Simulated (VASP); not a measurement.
# Al13Ni3 (P1) in VASP: single point with PBE

Aim: the single point of Al13Ni3 with PBE.

Everything below comes from runs of VASP 6.6.1. Logs are shortened: lines on timing, memory, paths and dates and some standing lists are left out, and cuts for length are marked.

**1. The cell of the first run**

The typed cell holds 16 atoms: a = 6.538 Å, b = 6.280 Å, c = 6.276 Å, α = 87.46°, β = 89.45°, γ = 90.78°.

**2. Single point, PBE**

The input, INCAR:

```
SYSTEM = Al13Ni3
  PREC = Accurate
  ENCUT = 520
  EDIFF = 1E-6
  ISMEAR = 0
  SIGMA = 0.1
  LREAL = Auto
  LASPH = .TRUE.
  NELM = 100
  ALGO = Normal
  ISIF = 2
  LWAVE = .FALSE.
  LCHARG = .FALSE.
  GGA = PE
  NBANDS = 48
```

The input, KPOINTS:

```
Automatic mesh
0
G
  5 5 5
  0 0 0
```

The input, POSCAR:

```
Al13Ni3
1.0
    6.5379390000     -0.0439090000      0.0310900000
   -0.0439090000      6.2784540000      0.1390980000
    0.0310900000      0.1390980000      6.2744200000
Al Ni
13 3
Direct
    0.6124206508      0.9575671072      0.0403703632
    0.0774049213      0.4378116215      0.8780657918
    0.0763245703      0.1198142204      0.5609303125
    0.2604646670      0.1628089130      0.1731055781
    0.4896761530      0.5141297890      0.9984946006
    0.4868382617      0.9952552126      0.4858465018
    0.8307047078      0.2772706749      0.2245887396
    0.0626631010      0.7697590912      0.2384239163
    0.3289325259      0.4876787599      0.5093589693
    0.6635753116      0.6476334637      0.3495135042
    0.7164041514      0.2826951894      0.7144642487
    0.2578593554      0.8258177926      0.8410802322
    0.8306609638      0.7719473141      0.7217688898
    0.9686938024      0.0533751093      0.9455364753
    0.9621871131      0.4950469827      0.5022010905
    0.3716989517      0.1938312592      0.8041126029
```

Potentials or basis: VASP PAW PBE potentials, release 64 (Al, Ni).

Command:

```
$ cat potpaw_PBE.64/Al/POTCAR potpaw_PBE.64/Ni/POTCAR > POTCAR
$ mpirun -np 1 vasp_std > vasp.out
```

OUTCAR:

```text
SYSTEM = Al13Ni3
   PREC = Accurate
   ENCUT = 520
   EDIFF = 1E-6
   ISMEAR = 0
   LREAL = Auto
   LASPH = .TRUE.
   NELM = 100
   ISIF = 2
   GGA = PE

 ion  position               nearest neighbor table
   1  0.612  0.958  0.040-  14 2.46  16 2.61  10 2.71   7 2.75  13 2.76  12 2.78   4 2.79  11 2.89
                             5 2.91   6 2.93
   2  0.077  0.438  0.878-  15 2.50  14 2.52  16 2.53  12 2.69  11 2.77   4 2.77  13 2.81   9 2.83
                             7 2.84   5 2.85   3 2.88   8 3.14
   3  0.076  0.120  0.561-  15 2.49  14 2.52  16 2.52   4 2.71  11 2.76  12 2.78   7 2.82   9 2.83
                            13 2.84   6 2.85   2 2.88   8 3.05
   4  0.260  0.163  0.173-  16 2.42  14 2.50   6 2.66   3 2.71   2 2.77   8 2.78   1 2.79   5 2.82
                             7 2.93   9 3.03  12 3.04
   5  0.490  0.514  0.998-  16 2.51  10 2.65  12 2.65  11 2.78   4 2.82   2 2.85   1 2.91   7 3.03
                            13 3.19   9 3.26   9 3.36
   6  0.487  0.995  0.486-  16 2.52  10 2.65   4 2.66  11 2.79  12 2.83   3 2.85   1 2.93  13 3.03
                             7 3.23   9 3.28   9 3.33
   7  0.831  0.277  0.225-  15 2.42  14 2.47  10 2.73   1 2.75   3 2.82   2 2.84   4 2.93   5 3.03
                            11 3.16   6 3.23  11 3.29
   8  0.063  0.770  0.238-  15 2.42  14 2.59  10 2.78   4 2.78  12 2.80   9 2.99   3 3.05   2 3.14

   9  0.329  0.488  0.509-  15 2.40  10 2.57  16 2.57   3 2.83   2 2.83   8 2.99   4 3.03  12 3.08
                            11 3.12   5 3.26   6 3.28   6 3.33   5 3.36
  10  0.664  0.648  0.350-  15 2.38   9 2.57   5 2.65   6 2.65   1 2.71   7 2.73  13 2.73   8 2.78
                            11 3.19
  11  0.716  0.283  0.714-  16 2.37  15 2.42  14 2.61   3 2.76   2 2.77   5 2.78   6 2.79   1 2.89
                             9 3.12  13 3.15   7 3.16  10 3.19   7 3.29  13 3.30
  12  0.258  0.826  0.841-  16 2.42  14 2.49   5 2.65   2 2.69   1 2.78   3 2.78   8 2.80   6 2.83
                            13 2.92   4 3.04   9 3.08
  13  0.831  0.772  0.722-  15 2.43  14 2.47  10 2.73   1 2.76   2 2.81   3 2.84  12 2.92   6 3.03
                            11 3.15   5 3.19  11 3.30
  14  0.969  0.053  0.946-   1 2.46   7 2.47  13 2.47  12 2.49   4 2.50   3 2.52   2 2.52   8 2.59
                            11 2.61  16 2.89
  15  0.962  0.495  0.502-  10 2.38   9 2.40   8 2.42   7 2.42  11 2.42  13 2.43   3 2.49   2 2.50

  16  0.372  0.194  0.804-  11 2.37  12 2.42   4 2.42   5 2.51   6 2.52   3 2.52   2 2.53   9 2.57
                             1 2.61  14 2.89

  LATTYP: Found a triclinic cell.
 ALAT       =     9.0195202178
 B/A-ratio  =     0.7248900393
 C/A-ratio  =     1.0059233631
 COS(alpha) =     0.0028017667
 COS(beta)  =     0.5046773823
 COS(gamma) =     0.7182388357

  Lattice vectors:

 A1 = (   6.5068490000,  -0.1830070000,  -6.2433300000)
 A2 = (   6.5379390000,  -0.0439090000,   0.0310900000)
 A3 = (   0.0128190000,  -6.4175520000,  -6.4135180000)

Analysis of symmetry for initial positions (statically):
=====================================================================
 Subroutine PRICEL returns:
 Original cell was already a primitive cell.
[... 167 lines left out ...]
   IALGO  =     38    algorithm
   IMIX   =      4    mixing-type and parameters
     AMIX     =   0.40;   BMIX     =  1.00
     AMIX_MAG =   1.60;   BMIX_MAG =  1.00
  volume/ion in A,a.u.               =      16.09       108.57
  Fermi-wavevector in a.u.,A,eV,Ry     =   1.055562  1.994723 15.159759  1.114211
  Thomas-Fermi vector in A             =   2.190765
   LORBIT       =      0    0 simple, 1 ext, 2 COOP (PROOUT), +10 PAW based schemes
   GGA     = PE    functional components
   LHFCALC =     F    Hartree Fock is set to
   AEXX    =    0.0000 exact exchange contribution
   IVDW    =     0    specifies the selected vdW correction
   LEPSILON=     F    determine dielectric tensor
   LRPA    =     F    only Hartree local field effects (RPA)
 non-spin polarized calculation
 Gauss-broadening in eV      SIGMA  =   0.10
  energy-cutoff  :      520.00
  volume of cell :      257.41
 maximum number of plane-waves:      6958
 NGX is ok and might be reduce to    50
   NGX = 25   NGY = 23   NGZ = 23

 number of electron      69.0000002 magnetization

 Free energy of the ion-electron system (eV)
  ---------------------------------------------------
  ext. energy  EPLUGINS =         0.00000000
  ---------------------------------------------------
  free energy    TOTEN  =       -68.00403135 eV

  energy without entropy =      -67.97328845  energy(sigma->0) =      -67.98865990

 E-fermi :   7.6232     XC(G=0): -10.3622

 val. band max:        7.6217670027   @ k =   0.2000   0.4000   0.0000
 cond. band min:       7.6266227593   @ k =  -0.2000  -0.0000   0.4000
 fundamental gap:      0.0048557566
 Fermi energy:         7.6232184454

 k-point     1 :       0.0000    0.0000    0.0000
  band No.  band energies     occupation
      1      -2.9948      2.00000
      2       0.2196      2.00000
      3       0.2690      2.00000
      4       0.6368      2.00000
      5       0.7330      2.00000
      6       0.8268      2.00000
[... 1165 lines left out ...]
     45      10.8211      0.00000
     46      10.9875      0.00000

 [... further k-points ...]

 [bands above 46 left out]

------------------------ aborting loop because EDIFF is reached ----------------------------------------

  FORCE on cell =-STRESS in cart. coord.  units (eV):
  Direction    XX          YY          ZZ          XY          YZ          ZX
  --------------------------------------------------------------------------------------
  -------------------------------------------------------------------------------------
  Total        2.8900599     -1.0295173     -0.9605447     -0.1151339      0.9612398      0.0437797
  in kB       17.9884981     -6.4079884     -5.9786847     -0.7166238      5.9830114      0.2724962
  external PRESSURE =       1.8672750 kB  Pullay stress =       0.0000000 kB

 VOLUME and BASIS-vectors are now :
 -----------------------------------------------------------------------------
  energy-cutoff  :      520.00
  volume of cell :      257.41
      direct lattice vectors                 reciprocal lattice vectors
     6.537939000 -0.043909000  0.031090000     0.152964420  0.001087098 -0.000782045
    -0.043909000  6.278454000  0.139098000     0.001087098  0.159360871 -0.003538267
     0.031090000  0.139098000  6.274420000    -0.000782045 -0.003538267  0.159459596

 POSITION                                       TOTAL-FORCE (eV/Angst)
 -----------------------------------------------------------------------------------
      3.96318      5.99077      0.40554        -0.024031      0.002197      0.012393
      0.51414      2.86752      5.57266         0.046671     -0.105043      0.011392
      0.51118      0.82692      3.53855         0.047964     -0.023732      0.093492
      1.70114      1.03483      1.11688        -0.027497     -0.040477     -0.137830
      3.20994      3.34533      6.35171         0.055577     -0.035589     -0.036670
      3.15432      6.29487      3.20198         0.054601      0.024265      0.038262
[... 8 lines left out ...]
      6.28460      3.13574      3.24980         0.064732      0.026836     -0.020593
      2.44663      1.31249      5.08386         0.071988      0.015653     -0.023523
 -----------------------------------------------------------------------------------
    total drift:                                0.002035      0.003527     -0.001673

  FREE ENERGIE OF THE ION-ELECTRON SYSTEM (eV)
  ---------------------------------------------------
  free  energy   TOTEN  =       -68.0040313483 eV

  energy  without entropy=      -67.9732884486  energy(sigma->0) =      -67.98865990
```

OSZICAR:

```text
N       E                     dE             d eps       ncg     rms          rms(c)
DAV:   1     0.318205640874E+03    0.31821E+03   -0.24788E+04  6048   0.128E+03
DAV:   2    -0.454408394947E+02   -0.36365E+03   -0.34582E+03  6112   0.277E+02
DAV:   3    -0.721359213317E+02   -0.26695E+02   -0.25306E+02  7496   0.863E+01
DAV:   4    -0.730535168902E+02   -0.91760E+00   -0.90949E+00  7400   0.148E+01
DAV:   5    -0.730847153239E+02   -0.31198E-01   -0.31184E-01  7568   0.296E+00    0.243E+01
DAV:   6    -0.898400305586E+02   -0.16755E+02   -0.19993E+02  7536   0.186E+02    0.464E+01
DAV:   7    -0.698887222538E+02    0.19951E+02   -0.56645E+01  7672   0.100E+02    0.117E+01
DAV:   8    -0.680984500859E+02    0.17903E+01   -0.17205E+01  9304   0.470E+01    0.432E+00
DAV:   9    -0.680182804184E+02    0.80170E-01   -0.15291E+00  8016   0.118E+01    0.155E+00
DAV:  10    -0.680266833082E+02   -0.84029E-02   -0.18652E-01  9496   0.834E+00    0.183E+00
DAV:  11    -0.680077870887E+02    0.18896E-01   -0.63622E-02  8568   0.581E+00    0.106E+00
DAV:  12    -0.680049706061E+02    0.28165E-02   -0.30284E-02  9528   0.195E+00    0.380E-01
DAV:  13    -0.680053232909E+02   -0.35268E-03   -0.12282E-02  8728   0.246E+00    0.383E-01
DAV:  14    -0.680040572404E+02    0.12661E-02   -0.44186E-03  8352   0.155E+00    0.114E-01
DAV:  15    -0.680040516883E+02    0.55521E-05   -0.59625E-04  9384   0.247E-01    0.618E-02
DAV:  16    -0.680040318983E+02    0.19790E-04   -0.89451E-05  9480   0.163E-01    0.256E-02
DAV:  17    -0.680040314942E+02    0.40409E-06   -0.19844E-05  9032   0.492E-02    0.825E-03
DAV:  18    -0.680040313483E+02    0.14583E-06   -0.23033E-06  4696   0.240E-02
   1 F= -.68004031E+02 E0= -.67988660E+02  d E =-.307429E-01
```

stdout:

```text
POSCAR found type information on POSCAR AlNi
 POSCAR found :  2 types and      16 ions
 scaLAPACK will be used
 LDA part: xc-table for (Slater+PW92), standard interpolation
 POSCAR, INCAR and KPOINTS ok, starting setup
 FFT: planning ... GRIDC
 FFT: planning ... GRID_SOFT
 FFT: planning ... GRID
 WAVECAR not read
 entering main loop
```

Run time: 17 min. Hardware: 1 thread of Intel Xeon Platinum 8488C (Sapphire Rapids), shared host; peak memory 0.61 GiB.

What came out:

```yaml
Free_energy: -68.0040 eV
Pressure: 0.2 GPa
Largest_force: 0.151 eV/Å
```

Forces on the atoms (eV/Å):
```
Al  -0.024  0.002  0.012
Al   0.047 -0.105  0.011
Al   0.048 -0.024  0.093
Al  -0.027 -0.040 -0.138
Al   0.056 -0.036 -0.037
Al   0.055  0.024  0.038
Al  -0.059 -0.059 -0.007
Al  -0.023  0.017 -0.002
Al  -0.063 -0.030  0.040
Al  -0.028 -0.010  0.017
Al   0.003  0.037 -0.048
Al  -0.037  0.143  0.031
Al  -0.060  0.013  0.045
Ni  -0.022  0.025 -0.013
Ni   0.065  0.027 -0.021
Ni   0.072  0.016 -0.024
```
